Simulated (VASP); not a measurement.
# ZnO (rock salt type) (Fm-3m) in VASP: a series of runs

The runs below take ZnO (rock salt type) through single point, with PBE.

Program: VASP 6.6.1. These are calculated values, not measurements. Logs are shortened: lines on timing, memory, paths and dates and some standing lists are left out, and cuts for length are marked.

## (1) The cell of the first run

Symmetry: Fm-3m, No. 225, cubic system. Conventional cell: a = 4.329 Å, b = 4.329 Å, c = 4.329 Å, α = 90.00°, β = 90.00°, γ = 90.00°. Zn (site symmetry m-3m) has 6 O at 2.16 Å within 2.9 Å. O (site symmetry m-3m) has 6 Zn at 2.16 Å within 2.9 Å.

## (2) Single point, PBE

File INCAR:

```
SYSTEM = ZnO
ALGO = Normal ; EDIFF = 1E-6
ENCUT = 520 ; GGA = PE
ISIF = 2 ; ISMEAR = -1
LASPH = .True. ; LCHARG = .True.
LELF = .True. ; LREAL = .False.
LVHAR = .True. ; LWAVE = .False.
NBANDS = 16 ; NELM = 100
PREC = Accurate ; SIGMA = 0.06122561905347299
```

File KPOINTS:

```
k-points
0
Gamma
  22 22 22
  0 0 0
```

File POSCAR:

```
ZnO
1.0
    0.0000000000      2.1644094689      2.1644094689
    2.1644094689      0.0000000000      2.1644094689
    2.1644094689      2.1644094689      0.0000000000
Zn O
1 1
Direct
    0.0000000000      0.0000000000      0.0000000000
    0.5000000000      0.5000000000      0.5000000000
```

Potentials or basis: VASP PAW PBE potentials, release 64 (Zn, O).

On the command line:

```console
> cat potpaw_PBE.64/Zn/POTCAR potpaw_PBE.64/O/POTCAR > POTCAR
> mpirun -np 1 vasp_std > vasp.out
```

OUTCAR:

```text
SYSTEM = ZnO
   EDIFF = 1E-6
   ENCUT = 520
   GGA = PE
   ISIF = 2
   ISMEAR = -1
   LASPH = .True.
   LREAL = .False.
   NELM = 100
   PREC = Accurate

 ion  position               nearest neighbor table
   1  0.000  0.000  0.000-   2 2.16   2 2.16   2 2.16   2 2.16   2 2.16   2 2.16
   2  0.500  0.500  0.500-   1 2.16   1 2.16   1 2.16   1 2.16   1 2.16   1 2.16

  LATTYP: Found a face centered cubic cell.
 ALAT       =     4.3288189378

  Lattice vectors:

 A1 = (   0.0000000000,   2.1644094689,   2.1644094689)
 A2 = (   2.1644094689,   0.0000000000,   2.1644094689)
 A3 = (   2.1644094689,   2.1644094689,   0.0000000000)

Analysis of symmetry for initial positions (statically):
=====================================================================
 Subroutine PRICEL returns:
 Original cell was already a primitive cell.

 Routine SETGRP: Setting up the symmetry group for a
 face centered cubic supercell.

 Subroutine GETGRP returns: Found 48 space group operations
 (whereof 48 operations were pure point group operations)
 out of a pool of 48 trial point group operations.

The static configuration has the point symmetry O_h .

Analysis of symmetry for dynamics (positions and initial velocities):
=====================================================================
 Subroutine PRICEL returns:
 Original cell was already a primitive cell.

 Routine SETGRP: Setting up the symmetry group for a
 face centered cubic supercell.

 Subroutine GETGRP returns: Found 48 space group operations
 (whereof 48 operations were pure point group operations)
 out of a pool of 48 trial point group operations.

The dynamic configuration has the point symmetry O_h .

 Subroutine INISYM returns: Found 48 space group operations
 (whereof 48 operations are pure point group operations),
 and found     1 'primitive' translations

----------------------------------------------------------------------------------------

                                     Primitive cell

  volume of cell :      20.2791

  direct lattice vectors                    reciprocal lattice vectors
     0.000000000  2.164409469  2.164409469    -0.231009893  0.231009893  0.231009893
     2.164409469  0.000000000  2.164409469     0.231009893 -0.231009893  0.231009893
     2.164409469  2.164409469  0.000000000     0.231009893  0.231009893 -0.231009893

  length of vectors
     3.060937225  3.060937225  3.060937225     0.400120872  0.400120872  0.400120872

[... 79 lines left out ...]
   NELM   =    100;   NELMIN=  2; NELMDL= -5     # of ELM steps
   EDIFF  = 0.1E-05   stopping-criterion for ELM
   LREAL  =      F    real-space projection
   EDIFFG = 0.1E-04   stopping-criterion for IOM
   NSW    =      0    number of steps for IOM
   IBRION =     -1    ionic relax: 0-MD 1-quasi-New 2-CG
   NFREE  =      0    steps in history (QN), initial steepest desc. (CG)
   ISIF   =      2    stress and relaxation
   ISYM   =      2    0-nonsym 1-usesym 2-fastsym
   POTIM  = 0.5000    time-step for ionic-motion
   TEBEG  =    0.0;   TEEND  =   0.0 temperature during run
   PSTRESS=    0.0 pullay stress
   NELECT =      18.0000    total number of electrons
   NUPDOWN=      -1.0000    fix difference up-down
   EMIN   =  10.00;   EMAX   =-10.00  energy-range for DOS
   EFERMI =   0.00;   METHOD = LEGACY
   ISMEAR =    -1;   SIGMA  =   0.06  broadening in eV -4-tet -1-fermi 0-gaus
   EFERMI_NEDOS =   21; number of points for ismear=-14 and -15
   IALGO  =     38    algorithm
   IMIX   =      4    mixing-type and parameters
     AMIX     =   0.40;   BMIX     =  1.00
     AMIX_MAG =   1.60;   BMIX_MAG =  1.00
  volume/ion in A,a.u.               =      10.14        68.42
  Fermi-wavevector in a.u.,A,eV,Ry     =   1.573317  2.973138 33.678861  2.475326
  Thomas-Fermi vector in A             =   2.674620
   LORBIT       =      0    0 simple, 1 ext, 2 COOP (PROOUT), +10 PAW based schemes
   GGA     = PE    functional components
   LHFCALC =     F    Hartree Fock is set to
   AEXX    =    0.0000 exact exchange contribution
   IVDW    =     0    specifies the selected vdW correction
   LEPSILON=     F    determine dielectric tensor
   LRPA    =     F    only Hartree local field effects (RPA)
 non-spin polarized calculation
  energy-cutoff  :      520.00
  volume of cell :       20.28
 maximum number of plane-waves:       568
   NGX = 11   NGY = 11   NGZ = 11

 number of electron      18.0000011 magnetization

 Free energy of the ion-electron system (eV)
  ---------------------------------------------------
  ext. energy  EPLUGINS =         0.00000000
  ---------------------------------------------------
  free energy    TOTEN  =        -8.63186160 eV

  energy without entropy =       -8.63185268  energy(sigma->0) =       -8.63185714

 E-fermi :   2.9219     XC(G=0): -12.1021

 val. band max:        2.3868006810   @ k =   0.5000   0.0000   0.0000
 cond. band min:       3.1112753462   @ k =   0.0000   0.0000   0.0000
 fundamental gap:      0.7244746652
 Fermi energy:         2.9218930473

 k-point     1 :       0.0000    0.0000    0.0000
  band No.  band energies     occupation
      1     -15.8999      2.00000
      2      -2.4161      2.00000
      3      -2.4161      2.00000
      4      -2.4161      2.00000
      5      -2.2160      2.00000
      6      -2.2160      2.00000
[... 433 lines left out ...]
      3      -3.2627      2.00000
      4      -3.2515      2.00000
      5      -2.0314      2.00000
      6      -2.0239      2.00000
[... 8 lines left out ...]
     15      26.1134      0.00000
     16      26.2046      0.00000

 [... further k-points ...]

------------------------ aborting loop because EDIFF is reached ----------------------------------------

  FORCE on cell =-STRESS in cart. coord.  units (eV):
  Direction    XX          YY          ZZ          XY          YZ          ZX
  --------------------------------------------------------------------------------------
  -------------------------------------------------------------------------------------
  Total        0.1352908      0.1352908      0.1352908      0.0000000      0.0000000      0.0000000
  in kB       10.6888375     10.6888375     10.6888375      0.0000000      0.0000000      0.0000000
  external PRESSURE =      10.6888375 kB  Pullay stress =       0.0000000 kB

 VOLUME and BASIS-vectors are now :
 -----------------------------------------------------------------------------
  energy-cutoff  :      520.00
  volume of cell :       20.28
      direct lattice vectors                 reciprocal lattice vectors
     0.000000000  2.164409469  2.164409469    -0.231009893  0.231009893  0.231009893
     2.164409469  0.000000000  2.164409469     0.231009893 -0.231009893  0.231009893
     2.164409469  2.164409469  0.000000000     0.231009893  0.231009893 -0.231009893

 POSITION                                       TOTAL-FORCE (eV/Angst)
 -----------------------------------------------------------------------------------
      0.00000      0.00000      0.00000        -0.000000     -0.000000     -0.000000
      2.16441      2.16441      2.16441         0.000000      0.000000      0.000000
 -----------------------------------------------------------------------------------
    total drift:                                0.000000     -0.000000     -0.000000

  FREE ENERGIE OF THE ION-ELECTRON SYSTEM (eV)
  ---------------------------------------------------
  free  energy   TOTEN  =        -8.6318615978 eV

  energy  without entropy=       -8.6318526751  energy(sigma->0) =       -8.63185714
```

Run time: 40 s. Hardware: 1 thread of Intel Xeon Platinum 8488C (Sapphire Rapids), shared host; peak memory 0.22 GiB.

What came out:

```yaml
Free_energy: -8.6319 eV
Pressure: 1.1 GPa
Band_gap_on_the_k_mesh: 0.72 eV, indirect (least direct gap 1.97 eV)
```

## (3) Single point, PBE

File INCAR:

```
PREC = Accurate ; ENCUT = 520
EDIFF = 1E-6 ; ISMEAR = -1
SIGMA = 0.06122561905347299 ; LREAL = False
LASPH = True ; NELM = 80
ALGO = Normal ; ISIF = 2
LWAVE = False ; LCHARG = False
GGA = PE ; NBANDS = 16
```

File KPOINTS:

```
Automatic mesh
0
Gamma
  22 22 22
```

POSCAR is that of step 2.

Potentials or basis: VASP PAW PBE potentials, release 64 (Zn, O).

On the command line:

```console
> cat potpaw_PBE.64/Zn/POTCAR potpaw_PBE.64/O/POTCAR > POTCAR
> mpirun -np 1 vasp_std > vasp.out
```

It took 39 s on 1 thread of Intel Xeon Platinum 8488C (Sapphire Rapids), shared host; peak memory 0.22 GiB.

It converged, with:

- Free energy: -8.6319 eV
- Pressure: 1.1 GPa
- Band gap on the k mesh: 0.72 eV, indirect (least direct gap 1.97 eV)

Levels at points of the mesh, in eV from the valence-band top:
| k point | band 6 | band 7 | band 8 | band 9 | band 10 | band 11 | band 12 | band 13 |
| --- | --- | --- | --- | --- | --- | --- | --- | --- |
| (0.00, 0.00, 0.00) | -4.60 | -1.24 | -1.24 | -1.24 | 0.72 | 17.78 | 17.78 | 17.78 |
| (0.50, 0.00, 0.00) | -4.41 | -3.58 | 0.00 | 0.00 | 5.38 | 8.79 | 12.63 | 12.63 |
| (0.50, 0.50, 0.00) | -4.30 | -4.03 | -2.62 | -2.62 | 4.06 | 10.46 | 11.21 | 15.06 |

A k mesh can miss the band edges. PBE gaps usually lie below the measured ones, often by a third to a half.

## (4) Single point, PBE

This run uses another cell than the first one, of 10.34 Å³/atom, 1.020 times its volume.

File INCAR:

```
ALGO = Normal ; EDIFF = 1E-6
ENCUT = 520 ; GGA = PE
ISIF = 2 ; ISMEAR = -1
LASPH = True ; LCHARG = False
LREAL = False ; LWAVE = False
NBANDS = 16 ; NELM = 100
PREC = Accurate ; SIGMA = 0.06122561905347299
```

File KPOINTS:

```
k-points
0
Gamma
  22 22 22
```

File POSCAR:

```
ZnO
1.0
    0.0000000000      2.1787437242      2.1787437242
    2.1787437242      0.0000000000      2.1787437242
    2.1787437242      2.1787437242      0.0000000000
Zn O
1 1
Direct
    0.0000000000      0.0000000000      0.0000000000
    0.5000000000      0.5000000000      0.5000000000
```

On the command line:

```console
> cat potpaw_PBE.64/Zn/POTCAR potpaw_PBE.64/O/POTCAR > POTCAR
> mpirun -np 1 vasp_std > vasp.out
```

It took 39 s on 1 thread of Intel Xeon Platinum 8488C (Sapphire Rapids), shared host; peak memory 0.22 GiB.

Results (log left out):

```
Free energy            : -8.6309 eV
Pressure               : -2.2 GPa
Band gap on the k mesh : 0.64 eV, indirect (least direct gap 1.81 eV)
```

Levels at points of the mesh, in eV from the valence-band top:
```tsv
k point	band 7	band 8	band 9	band 10	band 11	band 12
(0.00, 0.00, 0.00)	-1.17	-1.17	-1.17	0.64	17.66	17.66
(0.50, 0.00, 0.00)	-3.57	0.00	0.00	5.35	8.62	12.53
(0.50, 0.50, 0.00)	-4.05	-2.52	-2.52	3.98	10.34	11.17
```

A k mesh can miss the band edges. A hybrid or GW would open this gap; PBE tends to underestimate it.

## (5) Single point, PBE

This run uses another cell than the first one, of 9.73 Å³/atom, 0.960 times its volume.

File INCAR:

```
SYSTEM = ZnO
ALGO = Normal ; EDIFF = 1E-7
ENCUT = 520 ; GGA = PE
ISIF = 2 ; ISMEAR = -1
LASPH = .TRUE. ; LCHARG = .FALSE.
LREAL = .FALSE. ; LWAVE = .FALSE.
NBANDS = 16 ; NELM = 80
PREC = Accurate ; SIGMA = 0.06122561905347299
```

File KPOINTS:

```
k-points
0
G
  43 43 43
  0 0 0
```

File POSCAR:

```
ZnO
1.0
    0.0000000000      2.1351571064      2.1351571064
    2.1351571064      0.0000000000      2.1351571064
    2.1351571064      2.1351571064      0.0000000000
Zn O
1 1
Direct
    0.0000000000      0.0000000000      0.0000000000
    0.5000000000      0.5000000000      0.5000000000
```

On the command line:

```console
> cat potpaw_PBE.64/Zn/POTCAR potpaw_PBE.64/O/POTCAR > POTCAR
> mpirun -np 1 vasp_std > vasp.out
```

Run time: 3.5 min. Hardware: 1 thread of Intel Xeon 6975P-C (Granite Rapids), shared host; peak memory 0.69 GiB.

Results (log left out):

```
Free energy            : -8.6067 eV
Pressure               : 8.7 GPa
Band gap on the k mesh : 0.91 eV, indirect (least direct gap 2.30 eV)
```

Levels at points of the mesh, in eV from the valence-band top:
| k point | band 7 | band 8 | band 9 | band 10 | band 11 | band 12 |
| --- | --- | --- | --- | --- | --- | --- |
| (0.00, 0.00, 0.00) | -1.39 | -1.39 | -1.39 | 0.91 | 18.02 | 18.02 |

## (6) Summary

```tsv
cell	k mesh	gap on the mesh (eV)	pressure (GPa)
a = 3.061 Å, angles 60.0°, 2 atoms	22 × 22 × 22	0.72	1.1
a = 3.081 Å, angles 60.0°, 2 atoms	22 × 22 × 22	0.64	-2.2
a = 3.020 Å, angles 60.0°, 2 atoms	43 × 43 × 43	0.91	8.7
```

Alike in all rows: task single point; level PBE; potentials or basis VASP PAW PBE potentials, release 64 (Zn, O); no spin polarisation; cutoff (eV) 520; smearing fermi-dirac 0.0612256 eV.

Total energies depend on the potentials used, so only differences within one code and one set of settings carry meaning.
